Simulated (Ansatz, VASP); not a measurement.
# HfN: VASP beside Ansatz

File POSCAR:

```
HfN
1.0
    0.0000000000      2.4548200000      2.4548200000
    2.4548200000      0.0000000000      2.4548200000
    2.4548200000      2.4548200000      0.0000000000
Hf N
1 1
Direct
    0.0030852763      0.0021247237      0.0018252763
    0.7503800000      0.7548900000      0.7493100000
```

INCAR.step1

```
ALGO = Normal
EDIFF = 1E-4
ENCUT = 520
GGA = PE
ISMEAR = 1
LASPH = T
LCHARG = F
LREAL = F
LWAVE = T
NBANDS = 14
NELM = 100
PREC = Accurate
SIGMA = 0.1
```

File INCAR.step2:

```
ALGO = Normal
EDIFF = 1E-6
ENCUT = 520
ISIF = 2
ISMEAR = 1
ISTART = 1
IVDW = 13
LASPH = T
LCHARG = T
LELF = T
LMIXTAU = T
LREAL = F
LVHAR = T
LWAVE = F
METAGGA = R2SCAN
NBANDS = 14
NELM = 100
PREC = Accurate
SIGMA = 0.1
VDW_A1 = 0.51559235
VDW_A2 = 5.77342911
VDW_S6 = 1.0
VDW_S8 = 0.6018749
```

KPOINTS

```
k-points
0
Gamma
  7 7 7
```

Input for Ansatz:

```yaml
crystal:
  lattice:
    - [0.0, 2.45482, 2.45482]
    - [2.45482, 0.0, 2.45482]
    - [2.45482, 2.45482, 0.0]
  atoms:
    - { symbol: Hf, position: [0.003085276313538263, 0.0021247236864617366, 0.0018252763135382633] }
    - { symbol: "N", position: [0.75038, 0.75489, 0.74931] }
basis:
  ecutwfc: 650.0
  xc_grid: 2
kpoints:
  mp_grid:
    grid: [7, 7, 7]
hamiltonian:
  xc: r2scan
  dispersion: d4
scf:
  convergence:
    dr2_threshold: 1.0e-09
  occupations:
    method: cold
output:
  forces: true
  stress: true
```

Alike in both runs: task single point; functional r2SCAN; dispersion D4; k mesh 7 × 7 × 7; no spin polarisation.

|  | VASP | Ansatz |
| --- | --- | --- |
| version | VASP 6.6.1 | Ansatz 0.2.0 |
| potentials or method | VASP PAW PBE potentials, release 64 (Hf_pv, N), cutoff 520 eV | plane waves, PAW |
| occupations | methfessel-paxton of order 1, width 0.1 eV | cold |
| valence electrons in the cell | 15 | 31 |

|  | VASP | Ansatz | Ansatz less VASP |
| --- | --- | --- | --- |
| pressure (GPa) | -4.7 | -3.3 | +1.35 |
| traceless stress, the component that is largest in VASP (GPa) | -0.75 | -0.71 | +0.031 |
| rms of the force components (eV/Å) | 0.080 | 0.093 | +0.0134 |

VASP's potentials were made for PBE, not for r2SCAN. Atom by atom the forces differ by 0.013 eV/Å (rms over components). VASP's potentials hold 15 valence electrons a cell and Ansatz's 31, so a difference there can come from the potentials and not from the codes. Ansatz's warnings: stress scf threshold loose.

Spin-orbit coupling is off throughout.
